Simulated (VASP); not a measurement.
# Sn (Im-3m) in VASP: further runs, part 2 of 2

VASP 6.6.1. Earlier steps stand in the parts before.

### Step 3. Single point, PBE0

File POSCAR:

```
Sn
1.0
   -1.8946518192      1.8946518192      1.8946518192
    1.8946518192     -1.8946518192      1.8946518192
    1.8946518192      1.8946518192     -1.8946518192
Sn
1
Direct
    0.0000000000      0.0000000000      0.0000000000
```

File INCAR.step1:

```
SYSTEM = Sn
  PREC = Accurate
  ENCUT = 520
  EDIFF = 1E-5
  ISMEAR = -1
  SIGMA = 0.05
  LREAL = .False.
  LASPH = .True.
  NELM = 60
  ALGO = Normal
  ISIF = 2
  LWAVE = .True.
  GGA = PE
  NBANDS = 13
```

File INCAR.step2:

```
SYSTEM = Sn
  PREC = Accurate
  ENCUT = 520
  EDIFF = 1E-6
  ISMEAR = -1
  SIGMA = 0.05
  LREAL = .False.
  LASPH = .True.
  NELM = 60
  ALGO = Normal
  ISIF = 2
  LWAVE = .False.
  LCHARG = .True.
  GGA = PE
  LHFCALC = .True.
  AEXX = 0.25
  PRECFOCK = Normal
  LELF = .True.
  LVHAR = .True.
  ISTART = 1
  NBANDS = 13
```

File KPOINTS:

```
regular mesh
0
Gamma
  6 6 6
  0 0 0
```

Potentials or basis: VASP PAW PBE potentials, release 64 (Sn_d).

Started as:

```bash
$ cat potpaw_PBE.64/Sn_d/POTCAR > POTCAR
$ cp INCAR.step1 INCAR
$ mpirun -np 1 vasp_std > vasp.out
$ cp INCAR.step2 INCAR
$ mpirun -np 1 vasp_std > vasp.out
```

Wall time 22 min (1 thread of Intel Xeon Platinum 8259CL at 2.50GHz (Skylake/Cascade Lake), shared host); peak memory 0.16 GiB.

It converged, with:

```
Free energy            : -4.8672 eV
Pressure               : -1.1 GPa
Band gap on the k mesh : zero (band 7 reaches 17.29 eV, above the bottom of band 8 at 4.88 eV)
```

Levels at points of the mesh, in eV from the Fermi level:
| k point | band 5 | band 6 | band 7 | band 8 | band 9 | band 10 |
| --- | --- | --- | --- | --- | --- | --- |
| (0.00, 0.00, 0.00) | -24.47 | -13.21 | 8.96 | 8.96 | 8.96 | 13.00 |
| (0.50, 0.00, 0.00) | -24.39 | -7.87 | -5.78 | 4.19 | 6.17 | 8.64 |
| (0.50, 0.50, 0.50) | -24.41 | -3.11 | -1.10 | -1.10 | -1.10 | 4.13 |

Caveat: the k points lie up to 0.39 Å⁻¹ apart; the PAW data sets were made with another functional, which shifts forces and pressure a little; spin-orbit coupling is left out, which moves the levels of the heavy elements.

### Step 4. Single point, PBE

File INCAR:

```
SYSTEM = Sn
PREC = Accurate ; ENCUT = 500
EDIFF = 1E-6 ; ISMEAR = 0
SIGMA = 0.026000000000000002 ; LREAL = .False.
LASPH = .True. ; NELM = 120
ALGO = Normal ; ISIF = 2
LWAVE = .False. ; LCHARG = .False.
GGA = PE ; NBANDS = 13
GGA_COMPAT = .False.
```

File KPOINTS:

```
Automatic mesh
0
Gamma
  10 10 10
  0 0 0
```

POSCAR is that of step 3.

Potentials or basis: VASP PAW PBE potentials, release 64 (Sn_d).

Started as:

```bash
$ cat potpaw_PBE.64/Sn_d/POTCAR > POTCAR
$ mpirun -np 1 vasp_std > vasp.out
```

OUTCAR:

```text
SYSTEM = Sn
   PREC = Accurate
   ENCUT = 500
   EDIFF = 1E-6
   ISMEAR = 0
   LREAL = .False.
   LASPH = .True.
   NELM = 120
   ISIF = 2
   GGA = PE

 ion  position               nearest neighbor table
   1  0.000  0.000  0.000-

  LATTYP: Found a body centered cubic cell.
 ALAT       =     3.7893036384

  Lattice vectors:

 A1 = (  -1.8946518192,   1.8946518192,   1.8946518192)
 A2 = (   1.8946518192,  -1.8946518192,   1.8946518192)
 A3 = (   1.8946518192,   1.8946518192,  -1.8946518192)

[... 553 lines left out ...]
      5     -13.3499      2.00000
      6      -0.8263      2.00000
      7       8.2377      0.00000
      8      11.9273      0.00000
      9      13.2336      0.00000
     10      17.0751      0.00000
     11      18.0821      0.00000
     12      19.0586      0.00000
     13      24.8501      0.00000

 [... further k-points ...]
[... 5 lines left out ...]
  --------------------------------------------------------------------------------------
  -------------------------------------------------------------------------------------
  Total        0.0997700      0.0997700      0.0997700     -0.0000000     -0.0000000     -0.0000000
  in kB        5.8757350      5.8757350      5.8757350     -0.0000000     -0.0000000     -0.0000000
  external PRESSURE =       5.8757350 kB  Pullay stress =       0.0000000 kB

 VOLUME and BASIS-vectors are now :
 -----------------------------------------------------------------------------
  energy-cutoff  :      500.00
  volume of cell :       27.20
      direct lattice vectors                 reciprocal lattice vectors
    -1.894651819  1.894651819  1.894651819     0.000000000  0.263900731  0.263900731
     1.894651819 -1.894651819  1.894651819     0.263900731  0.000000000  0.263900731
     1.894651819  1.894651819 -1.894651819     0.263900731  0.263900731  0.000000000

 POSITION                                       TOTAL-FORCE (eV/Angst)
 -----------------------------------------------------------------------------------
      0.00000      0.00000      0.00000        -0.000000      0.000000      0.000000
 -----------------------------------------------------------------------------------
    total drift:                               -0.000000      0.000000      0.000000

  FREE ENERGIE OF THE ION-ELECTRON SYSTEM (eV)
  ---------------------------------------------------
  free  energy   TOTEN  =        -3.7587447012 eV

  energy  without entropy=       -3.7582940603  energy(sigma->0) =       -3.75851938
```

OSZICAR:

```text
N       E                     dE             d eps       ncg     rms          rms(c)
DAV:   1     0.799292986240E+02    0.79929E+02   -0.70596E+03  1262   0.156E+03
DAV:   2     0.193891050719E+01   -0.77990E+02   -0.75752E+02  1317   0.337E+02
DAV:   3    -0.365720091485E+01   -0.55961E+01   -0.55808E+01  1462   0.733E+01
DAV:   4    -0.376839055154E+01   -0.11119E+00   -0.11117E+00  1483   0.111E+01
DAV:   5    -0.377206318299E+01   -0.36726E-02   -0.36726E-02  1568   0.191E+00    0.132E+00
DAV:   6    -0.376204903103E+01    0.10014E-01   -0.10591E-02  1522   0.179E+00    0.735E-01
DAV:   7    -0.375886953027E+01    0.31795E-02   -0.69279E-03  1535   0.137E+00    0.100E-01
DAV:   8    -0.375874266545E+01    0.12686E-03   -0.68111E-04  1497   0.433E-01    0.219E-02
DAV:   9    -0.375874346634E+01   -0.80089E-06   -0.13270E-05  1674   0.488E-02    0.121E-02
DAV:  10    -0.375874464801E+01   -0.11817E-05   -0.16327E-06  1389   0.120E-02    0.932E-04
DAV:  11    -0.375874470125E+01   -0.53238E-07   -0.28636E-08   821   0.230E-03
   1 F= -.37587447E+01 E0= -.37585194E+01  d E =-.450641E-03
```

stdout:

```text
POSCAR found type information on POSCAR Sn
 POSCAR found :  1 types and       1 ions
 scaLAPACK will be used
 LDA part: xc-table for (Slater+PW92), standard interpolation
 POSCAR, INCAR and KPOINTS ok, starting setup
 FFT: planning ... GRIDC
 FFT: planning ... GRID_SOFT
 FFT: planning ... GRID
 WAVECAR not read
 entering main loop
```

Wall time 6.5 s (1 thread of Intel Xeon Platinum 8488C (Sapphire Rapids), shared host); peak memory 0.14 GiB.

What came out:

| Quantity | Value |
| --- | --- |
| Free energy | -3.7587 eV |
| Pressure | 0.6 GPa |
| Band gap on the k mesh | zero (band 7 reaches 16.04 eV, above the bottom of band 8 at 5.80 eV) |

Caveat: spin-orbit coupling is left out, which moves the levels of the heavy elements.

### Step 5. Single point, PBE

File INCAR:

```
SYSTEM = Sn
PREC = Accurate
ENCUT = 500
EDIFF = 1E-6
ISMEAR = 0
SIGMA = 0.013000000000000001
LREAL = .FALSE.
LASPH = .TRUE.
NELM = 120
ALGO = Normal
ISIF = 2
LWAVE = .FALSE.
LCHARG = .FALSE.
GGA = PE
NBANDS = 13
GGA_COMPAT = .FALSE.
```

File KPOINTS:

```
regular mesh
0
G
  10 10 10
  0 0 0
```

POSCAR is that of step 4.

Started as:

```bash
$ cat potpaw_PBE.64/Sn_d/POTCAR > POTCAR
$ mpirun -np 1 vasp_std > vasp.out
```

Run time: 9.7 s. Hardware: 1 thread of Intel Xeon Platinum 8488C (Sapphire Rapids), shared host; peak memory 0.14 GiB.

Results (log left out):

* Free energy: -3.7586 eV
* Pressure: 0.6 GPa
* Band gap on the k mesh: zero (band 7 reaches 16.04 eV, above the bottom of band 8 at 5.80 eV)

Levels at points of the mesh, in eV from the Fermi level:
```
           k point  band 5  band 6  band 7  band 8  band 9  band 10
(0.00, 0.00, 0.00)  -21.42  -11.07    7.97    7.97    7.97    12.12
(0.50, 0.00, 0.00)  -21.34   -6.40   -4.41    3.61    5.45     7.96
(0.50, 0.50, 0.50)  -21.36   -2.47   -0.47   -0.47   -0.47     3.84
```

Caveat: spin-orbit coupling is left out, which moves the levels of the heavy elements.

### Step 6. Single point, PBE

File INCAR:

```
SYSTEM = Sn
ALGO     = Normal         ! electronic algorithm
EDIFF    = 1E-6           ! SCF threshold, eV
ENCUT    = 500            ! plane-wave cutoff, eV
GGA      = PE             ! functional
GGA_COMPAT= .FALSE.      
ISIF     = 2              ! what is computed and relaxed
ISMEAR   = 0              ! smearing method
LASPH    = .TRUE.         ! aspherical terms in the spheres
LCHARG   = .TRUE.         ! write CHGCAR
LELF     = .TRUE.         ! ELF
LREAL    = .FALSE.        ! projectors in reciprocal space
LVHAR    = .TRUE.       
LWAVE    = .FALSE.        ! write WAVECAR
NBANDS   = 13             ! bands
NELM     = 120            ! most SCF steps
PREC     = Accurate       ! precision mode
SIGMA    = 0.014          ! smearing width, eV
```

File KPOINTS:

```
k-points
0
G
  10 10 10
  0 0 0
```

POSCAR is that of step 5.

Potentials or basis: VASP PAW PBE potentials, release 64 (Sn_d).

Started as:

```bash
$ cat potpaw_PBE.64/Sn_d/POTCAR > POTCAR
$ mpirun -np 1 vasp_std > vasp.out
```

Run time: 9.5 s. Hardware: 1 thread of Intel Xeon Platinum 8488C (Sapphire Rapids), shared host; peak memory 0.14 GiB.

It converged, with:

- Free energy: -3.7586 eV
- Pressure: 0.6 GPa
- Band gap on the k mesh: zero (band 7 reaches 16.04 eV, above the bottom of band 8 at 5.80 eV)

Levels at points of the mesh, in eV from the Fermi level:
```csv
k point,band 4,band 5,band 6,band 7,band 8,band 9,band 10,band 11
"(0.00, 0.00, 0.00)",-21.42,-21.42,-11.07,7.97,7.97,7.97,12.12,12.12
"(0.50, 0.00, 0.00)",-21.43,-21.34,-6.40,-4.41,3.61,5.45,7.96,8.25
"(0.50, 0.50, 0.50)",-21.36,-21.36,-2.47,-0.47,-0.47,-0.47,3.84,3.84
```

Caveat: spin-orbit coupling is left out, which moves the levels of the heavy elements.

### Step 7. Overview

| level | k mesh | cutoff (eV) | smearing | grid for exact exchange (PRECFOCK) | screening parameter | gap on the mesh (eV) | pressure (GPa) |
| --- | --- | --- | --- | --- | --- | --- | --- |
| HSE06 | 6 × 6 × 6 | 520 | fermi-dirac 0.05 eV | Normal | 0.2079 1/Å | none | -0.8 |
| PBE0 | 6 × 6 × 6 | 520 | fermi-dirac 0.05 eV | Normal | - | none | -1.1 |
| PBE | 10 × 10 × 10 | 500 | gaussian 0.026 eV | - | - | none | 0.6 |
| PBE | 10 × 10 × 10 | 500 | gaussian 0.013 eV | - | - | none | 0.6 |
| PBE | 10 × 10 × 10 | 500 | gaussian 0.014 eV | - | - | none | 0.6 |

Alike in all rows: task single point; potentials or basis VASP PAW PBE potentials, release 64 (Sn_d); no spin polarisation; cell as given.

Caveats: some runs use coarse meshes; spin-orbit coupling is left out, which moves the levels of the heavy elements; the PAW data sets were made with another functional, which shifts forces and pressure a little (some runs).

Total energies depend on the potentials used, so only differences within one code and one set of settings carry meaning.
